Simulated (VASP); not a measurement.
A run of VASP 6.6.1:

File INCAR:

```
PREC = Accurate
ENCUT = 520
EDIFF = 1E-6
ISMEAR = 0
SIGMA = 0.15
LREAL = F
LASPH = T
NELM = 60
ALGO = Fast
ISIF = 2
LWAVE = F
LCHARG = F
GGA = PS
NBANDS = 10
```

File KPOINTS:

```
regular mesh
0
Gamma
  12 12 12
```

The input POSCAR:

```
K
1.0
    4.6337224518      0.0000000000      0.0000000000
    0.0000000000      4.3104394900      0.0000000000
    0.0000000000      0.0000000000      4.3104394900
K
1
Direct
    0.0000000000      0.0000000000      0.0000000000
```

Potentials or basis: VASP PAW PBE potentials, release 64 (K_sv).

Launch:

```bash
$ cat potpaw_PBE.64/K_sv/POTCAR > POTCAR
$ mpirun -np 1 vasp_std > vasp.out
```

Hardware: 1 thread of Intel(R) Xeon(R) 6975P-C (Granite Rapids), with other jobs on the host.

**Question.** Estimate the wall time of this run.

**Answer.** It took 37 s on 1 thread of Intel(R) Xeon(R) 6975P-C (Granite Rapids) (shared host), peak memory 0.29 GiB. Counts: scf iterations 12, k points 196.
